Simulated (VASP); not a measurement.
# GaSi16 (a cell with a defect) in VASP: further runs, part 2 of 3

VASP 6.6.1.

## Step 3: Single point, PBE+D3(BJ), collinear spin, ferromagnetic start

Input file INCAR:

```
PREC     = Accurate       # precision mode
ENCUT    = 520            # plane-wave cutoff, eV
EDIFF    = 1E-7           # SCF threshold, eV
ISMEAR   = 0              # smearing method
SIGMA    = 0.05           # smearing width, eV
LREAL    = Auto         
LASPH    = True           # aspherical terms in the spheres
NELM     = 150            # most SCF steps
ALGO     = Normal         # electronic algorithm
ISIF     = 2              # what is computed and relaxed
LWAVE    = False          # write WAVECAR
LCHARG   = False          # write CHGCAR
ISPIN    = 2              # spin polarisation
MAGMOM   = 0 0 0 0 0 0 0 0 0 0 0 0 0 0 0 0 1 # initial moments
LORBIT   = 11             # projections on sites
GGA      = PE             # functional
IVDW     = 12             # dispersion correction
NBANDS   = 56             # bands
```

Input file KPOINTS:

```
regular mesh
0
Gamma
  2 2 2
```

Input file POSCAR:

```
GaSi16
1.0
    0.0000000000      5.4300000000      5.4300000000
    5.4300000000      0.0000000000      5.4300000000
    5.4300000000      5.4300000000      0.0000000000
Si Ga
16 1
Direct
    0.0012324278      0.0017658690     -0.0041782940
    0.1221322367      0.1221434883      0.1280162685
    0.0014751730      0.0019245274      0.5014838798
    0.1246300715      0.1266852306      0.6247162857
   -0.0135230681      0.5045498608      0.0045074593
    0.1222245932      0.6283610566      0.1273750923
    0.0007934887      0.4977115245      0.5008149450
    0.1221247122      0.6285102535      0.6221381024
    0.5045907143     -0.0137464701      0.0045930640
    0.6277848121      0.1223013594      0.1278228145
    0.4957401903      0.0017816326      0.5012697905
    0.6280039086      0.1221300593      0.6221326472
    0.5046412752      0.5047106413      0.0046471529
    0.6251692979      0.6249501733      0.1251944811
    0.5044966159      0.5045409428      0.4865017770
    0.6273520128      0.6283757552      0.6222355510
    0.3752155378      0.3748361955      0.8752379828
```

Potentials or basis: VASP PAW PBE potentials, release 64 (Si, Ga_d).

Started as:

```
$ cat potpaw_PBE.64/Si/POTCAR potpaw_PBE.64/Ga_d/POTCAR > POTCAR
$ mpirun -np 1 vasp_std > vasp.out
```

OUTCAR:

```text
PREC = Accurate
   ENCUT = 520
   EDIFF = 1E-7
   ISMEAR = 0
   LREAL = Auto
   LASPH = True
   NELM = 150
   ISIF = 2
   ISPIN = 2
   LORBIT = 11
   GGA = PE
   IVDW = 12
 IVDW          = 12

 ion  position               nearest neighbor table
   1  0.001  0.002  0.996-   4 2.33   6 2.34  10 2.34   2 2.34
   2  0.122  0.122  0.128-   1 2.34   3 2.34   5 2.40   9 2.40  17 2.75
   3  0.001  0.002  0.501-   4 2.33   8 2.34   2 2.34  12 2.34
   4  0.125  0.127  0.625-   7 2.33   1 2.33  11 2.33   3 2.33
   5  0.986  0.505  0.005-  14 2.27   8 2.40   2 2.40   6 2.40  17 2.44
   6  0.122  0.628  0.127-   1 2.34   7 2.34  13 2.40   5 2.40  17 2.75
   7  0.001  0.498  0.501-   4 2.33   6 2.34  16 2.34   8 2.34
   8  0.122  0.629  0.622-   3 2.34   7 2.34   5 2.40  15 2.40  17 2.75
   9  0.505  0.986  0.005-  14 2.27   2 2.40  12 2.40  10 2.40  17 2.44
  10  0.628  0.122  0.128-   1 2.34  11 2.34  13 2.40   9 2.40  17 2.74
  11  0.496  0.002  0.501-   4 2.33  16 2.34  10 2.34  12 2.34
  12  0.628  0.122  0.622-  11 2.34   3 2.34  15 2.40   9 2.40  17 2.75
  13  0.505  0.505  0.005-  14 2.27  10 2.40  16 2.40   6 2.40  17 2.44
  14  0.625  0.625  0.125-   9 2.27  15 2.27   5 2.27  13 2.27
  15  0.504  0.505  0.487-  14 2.27   8 2.40  12 2.40  16 2.40  17 2.44
  16  0.627  0.628  0.622-  11 2.34   7 2.34  13 2.40  15 2.40  17 2.75
  17  0.375  0.375  0.875-   9 2.44  13 2.44  15 2.44   5 2.44  10 2.74   6 2.75  16 2.75   2 2.75
                            12 2.75   8 2.75

  LATTYP: Found a face centered cubic cell.
 ALAT       =    10.8600000000

  Lattice vectors:

 A1 = (   0.0000000000,   5.4300000000,   5.4300000000)
 A2 = (   5.4300000000,   0.0000000000,   5.4300000000)
 A3 = (   5.4300000000,   5.4300000000,   0.0000000000)

Analysis of symmetry for initial positions (statically):
=====================================================================
 Subroutine PRICEL returns:
 Original cell was already a primitive cell.

 Routine SETGRP: Setting up the symmetry group for a
[... 629 lines left out ...]
     50      10.4815      0.00000
 Fermi energy:         6.8807965646

 spin component 2

 k-point     1 :       0.0000    0.0000    0.0000
  band No.  band energies     occupation
      1      -8.6890      1.00000
      2      -8.6888      1.00000
      3      -8.6888      1.00000
      4      -8.6696      1.00000
      5      -8.6696      1.00000
      6      -6.1599      1.00000
[... 413 lines left out ...]
     49      10.3082      0.00000
     50      10.4822      0.00000
 [bands above 50 left out]

------------------------ aborting loop because EDIFF is reached ----------------------------------------

 Edisp (eV)   -5.62357

 E8    (eV) :    -2.3457

  FORCE on cell =-STRESS in cart. coord.  units (eV):
  Direction    XX          YY          ZZ          XY          YZ          ZX
  --------------------------------------------------------------------------------------
  -------------------------------------------------------------------------------------
  Total       6.57304     6.57860     6.57359    -0.01846    -0.01928     0.01423
  in kB      32.88878    32.91658    32.89148    -0.09239    -0.09648     0.07118
  external pressure =       32.90 kB  Pullay stress =        0.00 kB

 VOLUME and BASIS-vectors are now :
 -----------------------------------------------------------------------------
  energy-cutoff  :      520.00
  volume of cell :      320.21
      direct lattice vectors                 reciprocal lattice vectors
     0.000000000  5.430000000  5.430000000    -0.092081031  0.092081031  0.092081031
     5.430000000  0.000000000  5.430000000     0.092081031 -0.092081031  0.092081031
     5.430000000  5.430000000  0.000000000     0.092081031  0.092081031 -0.092081031

 POSITION                                       TOTAL-FORCE (eV/Angst)
 -----------------------------------------------------------------------------------
      5.41690      5.41400      0.01628         0.008187      0.003672      0.000450
      1.35837      1.35831      1.32642         0.001035      0.000033      0.007042
      2.73351      2.73107      0.01846        -0.004215     -0.009150     -0.004647
      4.08011      4.06895      1.36464        -0.014907      0.006394     -0.014015
      2.76418      5.38105      8.09628         0.008469     -0.006608      0.000658
      4.10365      1.35533      4.07568        -0.003648      0.000596     -0.002844
[... 9 lines left out ...]
      6.79082      6.78526      6.81860        -0.002777      0.000343     -0.003580
      6.78790      6.78996      4.07278        -0.000904     -0.005115     -0.000630
 -----------------------------------------------------------------------------------
    total drift:                               -0.003345      0.000573     -0.003204

  FREE ENERGIE OF THE ION-ELECTRON SYSTEM (eV)
  ---------------------------------------------------
  free  energy   TOTEN  =       -91.2872232179 eV

  energy  without entropy=      -91.2801567111  energy(sigma->0) =      -91.28368996

 total charge

# of ion       s       p       d       tot
------------------------------------------
    1        0.746   0.955   0.000   1.701
    2        0.745   0.929   0.000   1.675
    3        0.746   0.955   0.000   1.701
    4        0.736   0.970   0.000   1.706
    5        0.757   0.942   0.000   1.699
    6        0.745   0.930   0.000   1.675
[... 9 lines left out ...]
   16        0.745   0.930   0.000   1.675
   17        1.085   0.714  10.057  11.856
--------------------------------------------------
tot         13.060  15.858  10.057  38.975

 magnetization (x)

# of ion       s       p       d       tot
------------------------------------------
    1       -0.000   0.000   0.000   0.000
    2        0.000  -0.000   0.000   0.000
    3       -0.000   0.000   0.000   0.000
    4       -0.000  -0.000   0.000  -0.000
    5       -0.000   0.000   0.000   0.000
    6        0.000  -0.000   0.000   0.000
[... 9 lines left out ...]
   16        0.000  -0.000   0.000   0.000
   17       -0.000  -0.000   0.000  -0.000
--------------------------------------------------
tot          0.000   0.000   0.000   0.000
```

Run time: 8.5 min. Hardware: 1 thread of Intel Xeon Platinum 8488C (Sapphire Rapids), shared host; peak memory 0.72 GiB.

Results:

- Free energy: -91.2872 eV
- Pressure: 3.3 GPa
- Largest force: 0.021 eV/Å
- Net moment: 0.00 μB per cell
- Valence electrons inside the program's atomic spheres: Si 1.70, 1.68, 1.71, 1.76; Ga 11.86
- Dispersion energy per atom: -0.331 eV

Forces on the atoms (eV/Å):
```
Si   0.008  0.004  0.000
Si   0.001  0.000  0.007
Si  -0.004 -0.009 -0.005
Si  -0.015  0.006 -0.014
Si   0.008 -0.007  0.001
Si  -0.004  0.001 -0.003
Si   0.001  0.003  0.001
Si  -0.001  0.008 -0.001
Si  -0.005  0.005 -0.005
Si  -0.001  0.000 -0.001
Si   0.000  0.004  0.008
Si   0.008  0.000  0.001
Si   0.008 -0.002  0.007
Si  -0.002 -0.002 -0.001
Si   0.001 -0.007  0.008
Si  -0.003  0.000 -0.004
Ga  -0.001 -0.005 -0.001
```

Caveat: the k points lie up to 0.50 Å⁻¹ apart.

## Step 4: Single point, PBE+D3(BJ), collinear spin, ferromagnetic start

Input file INCAR:

```
ALGO = Normal
EDIFF = 1E-7
ENCUT = 520
GGA = PE
ISIF = 2
ISMEAR = 0
ISPIN = 2
IVDW = 12
LASPH = True
LCHARG = False
LORBIT = 11
LREAL = Auto
LWAVE = False
MAGMOM = 0 0 0 0 0 0 0 0 0 0 0 0 0 0 0 0 1
NBANDS = 56
NELM = 150
PREC = Accurate
SIGMA = 0.05
```

Input file KPOINTS:

```
k-points
0
Gamma
  2 2 2
```

Input file POSCAR:

```
GaSi16
1.0
    0.0000000000      5.4300000000      5.4300000000
    5.4300000000      0.0000000000      5.4300000000
    5.4300000000      5.4300000000      0.0000000000
Si Ga
16 1
Direct
    0.0005249866      0.0025888727     -0.0011148165
    0.1211660320      0.1210498808      0.1211509562
   -0.0025140265     -0.0026117622      0.5026611083
    0.1208632439      0.1207044011      0.6375707032
   -0.0029813447      0.5033399064     -0.0028392103
    0.1193242177      0.6415648434      0.1195189784
   -0.0030838806      0.5033051380      0.5026308325
    0.1287134135      0.6238520053      0.6237205803
    0.5029726389     -0.0028233224     -0.0025904139
    0.6393226218      0.1199954973      0.1203323655
    0.5029415952     -0.0029313714      0.5026040518
    0.6239323358      0.1282584601      0.6239071988
    0.5029025968      0.5032513223     -0.0031225637
    0.6236014099      0.6237143959      0.1291257115
    0.4998603422      0.4994145402      0.5002502959
    0.6235181685      0.6236377623      0.6234803150
    0.2507153191      0.2537016502      1.2484010167
```

Started as:

```
$ cat potpaw_PBE.64/Si/POTCAR potpaw_PBE.64/Ga_d/POTCAR > POTCAR
$ mpirun -np 1 vasp_std > vasp.out
```

Run time: 15 min. Hardware: 1 thread of AMD EPYC 7R43 (Zen 3), shared host; peak memory 0.67 GiB.

It converged, with:

```
Free energy                                           : -91.2866 eV
Pressure                                              : 3.3 GPa
Largest force                                         : 0.029 eV/Å
Net moment                                            : 0.00 μB per cell
Valence electrons inside the program's atomic spheres : Si 1.76, 1.70, 1.68, 1.67, 1.71; Ga 11.86
Dispersion energy per atom                            : -0.331 eV
```

Forces on the atoms (eV/Å):
```
Si   0.001 -0.002  0.000
Si  -0.003 -0.014  0.004
Si   0.001  0.002 -0.007
Si   0.014  0.001  0.009
Si   0.010  0.005  0.010
Si  -0.018  0.021 -0.010
Si  -0.008 -0.009  0.009
Si   0.000  0.000 -0.001
Si  -0.003  0.004  0.004
Si   0.012 -0.009  0.011
Si  -0.003  0.001  0.003
Si   0.000  0.000  0.000
Si   0.006 -0.006 -0.011
Si  -0.002 -0.001  0.001
Si   0.003 -0.002  0.005
Si   0.000  0.002  0.000
Ga  -0.012  0.005 -0.026
```

Levels at points of the mesh, in eV from the Fermi level:
Spin up:
```
           k point  band 36  band 37  band 38  band 39  band 40  band 41
(0.00, 0.00, 0.00)    -0.72    -0.72    -0.72    -0.18    -0.17    -0.16
(0.50, 0.00, 0.00)    -1.45    -1.45    -1.11     0.13     0.60     0.62
(0.00, 0.50, 0.00)    -1.45    -1.45    -1.11     0.13     0.61     0.62
(0.00, 0.00, 0.50)    -1.45    -1.45    -1.11     0.13     0.59     0.61
(0.50, 0.50, 0.50)    -1.45    -1.45    -1.11     0.13     0.59     0.61
(0.50, 0.50, 0.00)    -1.98    -1.92    -0.66     0.27     1.12     1.23
(0.00, 0.50, 0.50)    -1.98    -1.92    -0.65     0.27     1.12     1.23
(0.50, 0.00, 0.50)    -1.98    -1.91    -0.65     0.27     1.12     1.23
```
Spin down:
| k point | band 34 | band 35 | band 36 | band 37 | band 38 | band 39 | band 40 | band 41 | band 42 | band 43 |
| --- | --- | --- | --- | --- | --- | --- | --- | --- | --- | --- |
| (0.00, 0.00, 0.00) | -1.76 | -1.76 | -0.72 | -0.72 | -0.72 | -0.18 | -0.17 | -0.16 | 0.00 | 0.00 |
| (0.50, 0.00, 0.00) | -1.48 | -1.48 | -1.45 | -1.45 | -1.11 | 0.13 | 0.60 | 0.62 | 0.87 | 0.87 |
| (0.00, 0.50, 0.00) | -1.48 | -1.48 | -1.45 | -1.45 | -1.11 | 0.13 | 0.61 | 0.62 | 0.87 | 0.87 |
| (0.00, 0.00, 0.50) | -1.48 | -1.48 | -1.45 | -1.45 | -1.11 | 0.13 | 0.59 | 0.61 | 0.87 | 0.87 |
| (0.50, 0.50, 0.50) | -1.48 | -1.48 | -1.45 | -1.45 | -1.11 | 0.13 | 0.59 | 0.61 | 0.87 | 0.88 |
| (0.50, 0.50, 0.00) | -2.08 | -2.07 | -1.98 | -1.92 | -0.66 | 0.27 | 1.12 | 1.23 | 1.34 | 1.35 |
| (0.00, 0.50, 0.50) | -2.08 | -2.07 | -1.98 | -1.92 | -0.65 | 0.27 | 1.12 | 1.23 | 1.34 | 1.35 |
| (0.50, 0.00, 0.50) | -2.08 | -2.08 | -1.98 | -1.91 | -0.65 | 0.27 | 1.12 | 1.23 | 1.34 | 1.35 |

Caveat: the k points lie up to 0.50 Å⁻¹ apart.

(Part 2 of 3 ends here.)
